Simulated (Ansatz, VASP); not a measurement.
One calculation of Cd3TeSe2, two programs

INCAR

```
SYSTEM = Cd3TeSe2
  ALGO = Normal
  EDIFF = 1E-6
  ENCUT = 520
  GGA = PE
  ISIF = 2
  ISMEAR = 0
  LASPH = .True.
  LCHARG = .False.
  LREAL = .False.
  LWAVE = .False.
  NBANDS = 66
  NELM = 100
  PREC = Accurate
  SIGMA = 0.2
```

File KPOINTS:

```
k-points
0
Gamma
  6 6 1
  0 0 0
```

The input POSCAR:

```
Cd3TeSe2
1.0
    4.4821365660      0.0000000000      0.0000000000
   -2.2410682830      3.8816441294      0.0000000000
    0.0000000000      0.0000000000     21.9638837000
Cd Te Se
6 2 4
Direct
    0.0000000000      0.0000000000      0.9997840000
    0.0000000000      0.0000000000      0.3197880000
    0.0000000000      0.0000000000      0.6803380000
    0.6666666667      0.3333333333      0.1596530000
    0.6666666667      0.3333333333      0.5004690000
    0.6666666667      0.3333333333      0.8399050000
    0.0000000000      0.0000000000      0.4503990000
    0.6666666667      0.3333333333      0.6302960000
    0.0000000000      0.0000000000      0.1223230000
    0.0000000000      0.0000000000      0.8024030000
    0.6666666667      0.3333333333      0.2822340000
    0.6666666667      0.3333333333      0.9624070000
```

Input for Ansatz:

```yaml
crystal:
  lattice:
    - [4.482136566, 0.0, 0.0]
    - [-2.241068283, 3.8816441294, 0.0]
    - [0.0, 0.0, 21.9638837]
  atoms:
    - { symbol: Cd, position: [0.0, 0.0, 0.999784] }
    - { symbol: Cd, position: [0.0, 0.0, 0.319788] }
    - { symbol: Cd, position: [0.0, 0.0, 0.680338] }
    - { symbol: Cd, position: [0.6666666667, 0.3333333333, 0.159653] }
    - { symbol: Cd, position: [0.6666666667, 0.3333333333, 0.500469] }
    - { symbol: Cd, position: [0.6666666667, 0.3333333333, 0.839905] }
    - { symbol: Te, position: [0.0, 0.0, 0.450399] }
    - { symbol: Te, position: [0.6666666667, 0.3333333333, 0.630296] }
    - { symbol: Se, position: [0.0, 0.0, 0.122323] }
    - { symbol: Se, position: [0.0, 0.0, 0.802403] }
    - { symbol: Se, position: [0.6666666667, 0.3333333333, 0.282234] }
    - { symbol: Se, position: [0.6666666667, 0.3333333333, 0.962407] }
basis:
  ecutwfc: 420
kpoints:
  mp_grid: { grid: [6, 6, 1] }
hamiltonian:
  xc: pbe
scf:
  occupations: { method: gaussian, width: 0.2 }
  lower_state_search: "off"
output:
  forces: true
  stress: true
  eigenvalues: true
```

Alike in both runs: task single point; functional PBE; k mesh 6 × 6 × 1; occupations gaussian, width 0.2 eV; no spin polarisation.

|  | VASP | Ansatz |
| --- | --- | --- |
| version | VASP 6.6.1 | Ansatz 0.2.0 |
| potentials or method | VASP PAW PBE potentials, release 64 (Cd, Te, Se), cutoff 520 eV | scalar-relativistic, plane waves, PAW |
| valence electrons in the cell | 108 | 216 |

```tsv
	VASP	Ansatz	Ansatz less VASP
pressure (GPa)	0.2	0.0	-0.19
rms of the force components (eV/Å)	0.012	0.012	+0.0008
```

Atom by atom the forces differ by 0.003 eV/Å (rms over components). VASP's potentials hold 108 valence electrons a cell and Ansatz's 216, so a difference there can come from the potentials and not from the codes.

Neither program's run includes spin-orbit coupling.
